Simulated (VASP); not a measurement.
Set up this calculation in VASP 6.6.1, as the native input.

- Task: single point
- Functional: PBE
- Potentials or basis: VASP PAW PBE potentials, release 64 (Pt_sv_GW, S)
- Cutoff: 570 eV
- k mesh: 12 × 12 × 6
- Occupations: gaussian, width 0.05 eV
- Spin: no spin polarisation
- Dipole correction: no
- Further INCAR settings: ALGO = Normal; EDIFF = 1e-06; NBANDS = 22

The structure of PtS2 lies in POSCAR:

```
PtS2
1.0
    3.8737623894      0.0000000000      0.0000000000
   -1.9368811947      3.3547766374      0.0000000000
    0.0000000000      0.0000000000      6.4242475465
Pt S
1 2
Direct
    0.0000000000      0.0000000000      0.0000000000
    0.3333333333      0.6666666667      0.1662674211
    0.6666666667      0.3333333333      0.8337325789
```

One way to write it, as run:

INCAR

```
ALGO     = Normal         # electronic algorithm
EDIFF    = 1E-6           # SCF threshold, eV
ENCUT    = 570            # plane-wave cutoff, eV
GGA      = PE             # functional
GGA_COMPAT= False        
ISIF     = 2              # what is computed and relaxed
ISMEAR   = 0              # smearing method
LASPH    = True           # aspherical terms in the spheres
LCHARG   = False          # write CHGCAR
LREAL    = False          # projectors in reciprocal space
LWAVE    = False          # write WAVECAR
NBANDS   = 22             # bands
NELM     = 120            # most SCF steps
PREC     = Accurate       # precision mode
SIGMA    = 0.05           # smearing width, eV
```

KPOINTS

```
k-points
0
Gamma
  12 12 6
```

Potentials or basis: VASP PAW PBE potentials, release 64 (Pt_sv_GW, S).

Command:

```bash
$ cat potpaw_PBE.64/Pt_sv_GW/POTCAR potpaw_PBE.64/S/POTCAR > POTCAR
$ mpirun -np 1 vasp_std > vasp.out
```

Results of the run:

```json
{
  "Pressure": "-7.6 GPa",
  "Largest force": "0.012 eV/Å",
  "Band gap on the k mesh": "0.96 eV (least direct gap 0.98 eV)"
}
```

Caveat: the stress differs along the axes, from -11 to -0 GPa; spin-orbit coupling is left out, which moves the levels of the heavy elements; this functional lacks dispersion, which binds layers or chains, so the pressure and a relaxed spacing across them are unreliable.

Run time: 2.6 min on 1 thread of Intel(R) Xeon(R) Platinum 8488C (Sapphire Rapids) (shared host), peak memory 0.34 GiB.
